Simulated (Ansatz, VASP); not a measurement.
**Two plane-wave programs on Mo**

Contents of INCAR:

```
ALGO = Fast
EDIFF = 1E-6
ENCUT = 520
GGA = PE
ISIF = 2
ISMEAR = 0
LASPH = T
LCHARG = F
LREAL = F
LWAVE = F
NBANDS = 13
NELM = 60
PREC = Accurate
SIGMA = 0.15
```

File KPOINTS:

```
k-points
0
Gamma
  20 20 20
```

Contents of POSCAR:

```
Mo
1.0
    0.0000000000      2.0150000000      2.0956000000
    2.0150000000      0.0000000000      2.0956000000
    2.0150000000      2.0150000000      0.0000000000
Mo
1
Direct
    0.0000000000      0.0000000000      0.0000000000
```

Input for Ansatz:

```yaml
crystal:
  lattice:
    - [0.0, 2.015, 2.0956]
    - [2.015, 0.0, 2.0956]
    - [2.015, 2.015, 0.0]
  atoms:
    - { symbol: Mo, position: [0.0, 0.0, 0.0] }
basis:
  ecutwfc: 420
kpoints:
  mp_grid: { grid: [20, 20, 20] }
hamiltonian:
  xc: pbe
scf:
  occupations: { method: gaussian, width: 0.15 }
output:
  forces: true
  stress: true
  eigenvalues: true
```

Change from the starting cell: strain +0.0400 x Voigt [0, 0, 1, 0, 0, 0], atoms carried along.

Alike in both runs: task single point; functional PBE; k mesh 20 × 20 × 20; occupations gaussian, width 0.15 eV; no spin polarisation.

|  | VASP | Ansatz |
| --- | --- | --- |
| version | VASP 6.6.1 | Ansatz 0.2.0 |
| potentials or method | VASP PAW PBE potentials, release 64 (Mo_sv), cutoff 520 eV | scalar-relativistic, plane waves, PAW |
| valence electrons in the cell | 14 | 14 |

|  | VASP | Ansatz | Ansatz less VASP |
| --- | --- | --- | --- |
| gap on the k mesh at the Fermi level (eV) | none | none | - |
| pressure (GPa) | -12.2 | -12.6 | -0.40 |
| traceless stress, the component that is largest in VASP (GPa) | 4.03 | 4.04 | +0.014 |

A gap of «none» marks a metal or a gap that the smearing closes.
